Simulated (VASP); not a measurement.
# Te2Mo (P6_3/mmc) in VASP: notebook, part 2 of 2

VASP 6.6.1. Earlier steps stand in the parts before.

## Step 4: Single point, PBE

This run uses another cell than the first one, of 25.67 Å³/atom, 1.062 times its volume.

Contents of INCAR:

```
SYSTEM = Te2Mo
PREC = Accurate
ENCUT = 520
EDIFF = 1E-7
ISMEAR = -1
SIGMA = 0.02
LREAL = .FALSE.
LASPH = .TRUE.
NELM = 80
ALGO = Normal
ISIF = 2
LWAVE = .FALSE.
LCHARG = .FALSE.
GGA = PE
NBANDS = 35
```

Contents of KPOINTS:

```
Automatic mesh
0
G
  12 12 2
  0 0 0
```

Contents of POSCAR:

```
Te2Mo
1.0
    3.5421276629      0.0000000000      0.0000000000
   -1.7710638315      3.0675725395      0.0000000000
    0.0000000000      0.0000000000     14.1766429168
Te Mo
4 2
Direct
    0.3333333333      0.6666666667      0.6234149329
    0.6666666667      0.3333333333      0.1234149329
    0.3333333333      0.6666666667      0.8765850671
    0.6666666667      0.3333333333      0.3765850671
    0.3333333333      0.6666666667      0.2500000000
    0.6666666667      0.3333333333      0.7500000000
```

Potentials or basis: VASP PAW PBE potentials, release 64 (Te, Mo_sv).

Command:

```sh
cat potpaw_PBE.64/Te/POTCAR potpaw_PBE.64/Mo_sv/POTCAR > POTCAR
mpirun -np 1 vasp_std > vasp.out
```

OUTCAR:

```text
SYSTEM = Te2Mo
   PREC = Accurate
   ENCUT = 520
   EDIFF = 1E-7
   ISMEAR = -1
   LREAL = .FALSE.
   LASPH = .TRUE.
   NELM = 80
   ISIF = 2
   GGA = PE

 ion  position               nearest neighbor table
   1  0.333  0.667  0.623-   6 2.72   6 2.72   6 2.72   3 3.59
   2  0.667  0.333  0.123-   5 2.72   5 2.72   5 2.72   4 3.59
   3  0.333  0.667  0.877-   6 2.72   6 2.72   6 2.72   1 3.59
   4  0.667  0.333  0.377-   5 2.72   5 2.72   5 2.72   2 3.59
   5  0.333  0.667  0.250-   2 2.72   4 2.72   2 2.72   4 2.72   2 2.72   4 2.72
   6  0.667  0.333  0.750-   1 2.72   3 2.72   1 2.72   3 2.72   1 2.72   3 2.72

  LATTYP: Found a hexagonal cell.
 ALAT       =     3.5421276629
 C/A-ratio  =     4.0022958702

  Lattice vectors:

 A1 = (   3.5421276629,   0.0000000000,   0.0000000000)
 A2 = (  -1.7710638315,   3.0675725395,   0.0000000000)
 A3 = (   0.0000000000,   0.0000000000,  14.1766429168)

Analysis of symmetry for initial positions (statically):
=====================================================================
 Subroutine PRICEL returns:
[... 177 lines left out ...]
  free energy    TOTEN  =       -36.02940347 eV

  energy without entropy =      -36.02940347  energy(sigma->0) =      -36.02940347

 E-fermi :   8.1628     XC(G=0): -10.2775

 val. band max:        7.7802440118   @ k =   0.0000   0.0000   0.0000
 cond. band min:       8.5955938751   @ k =   0.2500   0.1667   0.0000
 fundamental gap:      0.8153498633
 Fermi energy:         8.1628269147

 k-point     1 :       0.0000    0.0000    0.0000
  band No.  band energies     occupation
      1     -53.0405      2.00000
      2     -53.0405      2.00000
      3     -27.1947      2.00000
      4     -27.1946      2.00000
      5     -27.0897      2.00000
      6     -27.0897      2.00000
[... 901 lines left out ...]
     34      11.2575      0.00000
     35      13.0027      0.00000

 [... further k-points ...]
[... 5 lines left out ...]
  --------------------------------------------------------------------------------------
  -------------------------------------------------------------------------------------
  Total        1.3960808      1.3960808      2.6694905     -0.0000000      0.0000000      0.0000000
  in kB       14.5207375     14.5207375     27.7655647     -0.0000000      0.0000000      0.0000000
  external PRESSURE =      18.9356799 kB  Pullay stress =       0.0000000 kB

 VOLUME and BASIS-vectors are now :
 -----------------------------------------------------------------------------
  energy-cutoff  :      520.00
  volume of cell :      154.04
      direct lattice vectors                 reciprocal lattice vectors
     3.542127663  0.000000000  0.000000000     0.282316194  0.162995331  0.000000000
    -1.771063832  3.067572539  0.000000000     0.000000000  0.325990661  0.000000000
     0.000000000  0.000000000 14.176642917     0.000000000  0.000000000  0.070538562

 POSITION                                       TOTAL-FORCE (eV/Angst)
 -----------------------------------------------------------------------------------
     -0.00000      2.04505      8.83793         0.000000      0.000000     -0.213069
      1.77106      1.02252      1.74961         0.000000      0.000000     -0.213069
     -0.00000      2.04505     12.42703         0.000000      0.000000      0.213069
      1.77106      1.02252      5.33871         0.000000     -0.000000      0.213069
     -0.00000      2.04505      3.54416        -0.000000      0.000000      0.000000
      1.77106      1.02252     10.63248         0.000000     -0.000000      0.000000
 -----------------------------------------------------------------------------------
    total drift:                               -0.000000      0.000000     -0.000000

  FREE ENERGIE OF THE ION-ELECTRON SYSTEM (eV)
  ---------------------------------------------------
  free  energy   TOTEN  =       -36.0294034705 eV

  energy  without entropy=      -36.0294034705  energy(sigma->0) =      -36.02940347
```

OSZICAR:

```text
N       E                     dE             d eps       ncg     rms          rms(c)
DAV:   1     0.395627082573E+03    0.39563E+03   -0.26841E+04  3028   0.132E+03
DAV:   2    -0.155891359968E+02   -0.41122E+03   -0.39810E+03  3249   0.318E+02
DAV:   3    -0.368113878099E+02   -0.21222E+02   -0.20786E+02  3277   0.632E+01
DAV:   4    -0.372923939805E+02   -0.48101E+00   -0.47924E+00  3099   0.947E+00
DAV:   5    -0.373045059637E+02   -0.12112E-01   -0.12107E-01  3358   0.154E+00    0.213E+01
DAV:   6    -0.365524855433E+02    0.75202E+00   -0.60150E+00  2905   0.134E+01    0.883E+00
DAV:   7    -0.364624790852E+02    0.90006E-01   -0.49767E+00  2795   0.109E+01    0.619E+00
DAV:   8    -0.360324034428E+02    0.43008E+00   -0.94104E-01  2817   0.535E+00    0.257E+00
DAV:   9    -0.360365968924E+02   -0.41934E-02   -0.21174E-01  3114   0.209E+00    0.106E+00
DAV:  10    -0.360291357975E+02    0.74611E-02   -0.31954E-02  2863   0.105E+00    0.353E-01
DAV:  11    -0.360295282585E+02   -0.39246E-03   -0.20675E-03  3079   0.217E-01    0.168E-01
DAV:  12    -0.360294490547E+02    0.79204E-04   -0.14117E-04  3147   0.613E-02    0.157E-01
DAV:  13    -0.360294051857E+02    0.43869E-04   -0.14253E-04  2885   0.634E-02    0.424E-02
DAV:  14    -0.360294034722E+02    0.17135E-05   -0.14383E-05  3155   0.168E-02    0.293E-02
DAV:  15    -0.360294034705E+02    0.16926E-08   -0.51250E-07  2573   0.333E-03
   1 F= -.36029403E+02 E0= -.36029403E+02  d E =-.315634E-10
```

stdout:

```text
POSCAR found type information on POSCAR TeMo
 POSCAR found :  2 types and       6 ions
 scaLAPACK will be used
 LDA part: xc-table for (Slater+PW92), standard interpolation
 POSCAR, INCAR and KPOINTS ok, starting setup
 FFT: planning ... GRIDC
 FFT: planning ... GRID_SOFT
 FFT: planning ... GRID
 WAVECAR not read
 entering main loop
```

Run time: 4.6 min. Hardware: 1 thread of Intel Xeon 6975P-C, shared host; peak memory 0.38 GiB.

What came out:

* Free energy: -36.0294 eV
* Pressure: 1.9 GPa
* Largest force: 0.213 eV/Å
* Band gap on the k mesh: 0.82 eV, indirect (least direct gap 1.00 eV)

Forces on the atoms (eV/Å):
```
Te   0.000  0.000 -0.213
Te   0.000  0.000 -0.213
Te   0.000  0.000  0.213
Te   0.000  0.000  0.213
Mo   0.000  0.000  0.000
Mo   0.000  0.000  0.000
```

Stress tensor (GPa, compression positive):
```
1.45 0.00 0.00
0.00 1.45 0.00
0.00 0.00 2.78
```

Caveat: spin-orbit coupling is left out, which moves the levels of the heavy elements; this functional lacks dispersion, which binds the layers, so the pressure and a relaxed spacing across them are unreliable.

## Step 5: Single point, LDA

This run uses another cell than the first one, of 25.67 Å³/atom, 1.062 times its volume.

Contents of INCAR:

```
SYSTEM = Te2Mo
  PREC = Accurate
  ENCUT = 520
  EDIFF = 1E-6
  ISMEAR = 0
  SIGMA = 0.01
  LREAL = .False.
  LASPH = .True.
  NELM = 60
  ALGO = Normal
  ISIF = 2
  LWAVE = .False.
  LCHARG = .False.
  GGA = CA
  NBANDS = 35
```

Contents of KPOINTS:

```
Automatic mesh
0
Gamma
  12 12 2
  0 0 0
```

POSCAR is that of step 4.

Potentials or basis: VASP PAW LDA potentials, release 64 (Te, Mo_sv).

Command:

```sh
cat potpaw_LDA.64/Te/POTCAR potpaw_LDA.64/Mo_sv/POTCAR > POTCAR
mpirun -np 1 vasp_std > vasp.out
```

Run time: 4.5 min. Hardware: 1 thread of Intel Xeon 6975P-C, shared host; peak memory 0.34 GiB.

The run converged. Its results:

```
Free energy            : -41.1750 eV
Pressure               : -3.6 GPa
Largest force          : 0.228 eV/Å
Band gap on the k mesh : 0.78 eV, indirect (least direct gap 1.00 eV)
```

Forces in eV/Å, atoms in the order of the input:
```
Te   0.000  0.000  0.228
Te   0.000  0.000  0.228
Te   0.000  0.000 -0.228
Te   0.000  0.000 -0.228
Mo   0.000  0.000  0.000
Mo   0.000  0.000  0.000
```

Stress tensor (GPa, compression positive):
```
-3.90  0.00  0.00
 0.00 -3.90  0.00
 0.00  0.00 -3.01
```

Levels at points of the mesh, in eV from the valence-band top:
| k point | band 23 | band 24 | band 25 | band 26 | band 27 | band 28 | band 29 | band 30 |
| --- | --- | --- | --- | --- | --- | --- | --- | --- |
| (0.00, 0.00, 0.00) | -1.06 | -0.97 | -0.39 | 0.00 | 2.85 | 2.85 | 2.95 | 2.95 |
| (0.50, 0.00, 0.00) | -0.96 | -0.91 | -0.61 | -0.39 | 1.20 | 1.26 | 1.43 | 1.70 |
| (0.00, 0.00, 0.50) | -1.07 | -1.07 | -0.09 | -0.09 | 2.88 | 2.88 | 2.88 | 2.88 |
| (0.50, 0.00, 0.50) | -0.92 | -0.92 | -0.50 | -0.50 | 1.23 | 1.23 | 1.58 | 1.58 |

Caveat: spin-orbit coupling is left out, which moves the levels of the heavy elements. A k mesh can miss the band edges.

## Step 6: Overview

```csv
level,potentials or basis,cell,smearing,gap on the mesh (eV),pressure (GPa),largest force (eV/Å)
PBE+D3(BJ),"VASP PAW PBE potentials, release 64 (Te, Mo_sv)","a = 3.496, b = 3.496, c = 13.701 Å, angles 90.0, 90.0, 120.0°, 6 atoms",fermi-dirac 0.02 eV,0.65,0.0,0.01
PBE+D4,"VASP PAW PBE potentials, release 64 (Te, Mo_sv)","a = 3.502, b = 3.502, c = 13.732 Å, angles 90.0, 90.0, 120.0°, 6 atoms",fermi-dirac 0.02 eV,0.66,0.0,-
PBE,"VASP PAW PBE potentials, release 64 (Te, Mo_sv)","a = 3.542, b = 3.542, c = 14.177 Å, angles 90.0, 90.0, 120.0°, 6 atoms",fermi-dirac 0.02 eV,0.82,1.9,0.21
LDA,"VASP PAW LDA potentials, release 64 (Te, Mo_sv)","a = 3.542, b = 3.542, c = 14.177 Å, angles 90.0, 90.0, 120.0°, 6 atoms",gaussian 0.01 eV,0.78,-3.6,0.23
```

Alike in all rows: task single point; no spin polarisation; k mesh 12 × 12 × 2; cutoff (eV) 520.

Caveats: spin-orbit coupling is left out, which moves the levels of the heavy elements; this functional lacks dispersion, which binds the layers, so the pressure and a relaxed spacing across them are unreliable (some runs).

Absolute energies hang on the potentials; compare differences alone.

## Step 7: Against experiment

Step 2. Against the measured gap of Te2Mo, 0.88 eV (indirect; 300 K; quoted in “Broadband infrared study of pressure-tunable Fano resonance and metallization transition in 2H-MoTe2”, 2022, pmc:9569381), the calculated 0.65 eV is off by -0.23 eV. Spin-orbit coupling on Mo, Te is left out. The value is that of PBE+D3(BJ) on a finite k mesh, which can miss the band edges, without temperature or zero-point motion. Semilocal functionals fall short of measured gaps as a rule.

Step 3. Measured gap of Te2Mo: 0.88 eV (indirect; 300 K; quoted in “Broadband infrared study of pressure-tunable Fano resonance and metallization transition in 2H-MoTe2”, 2022, pmc:9569381). This calculation gives 0.66 eV (-0.22 eV). Spin-orbit coupling on Mo, Te is left out. The value is that of PBE+D4 on a finite k mesh, which can miss the band edges, without temperature or zero-point motion. Semilocal functionals fall short of measured gaps as a rule.

Step 4. A measured gap of Te2Mo is 0.88 eV (indirect; 300 K; quoted in “Broadband infrared study of pressure-tunable Fano resonance and metallization transition in 2H-MoTe2”, 2022, pmc:9569381); the calculated 0.82 eV misses it by -0.06 eV. Spin-orbit coupling on Mo, Te is left out. The value is that of PBE on a finite k mesh, which can miss the band edges, without temperature or zero-point motion. Semilocal functionals fall short of measured gaps as a rule.
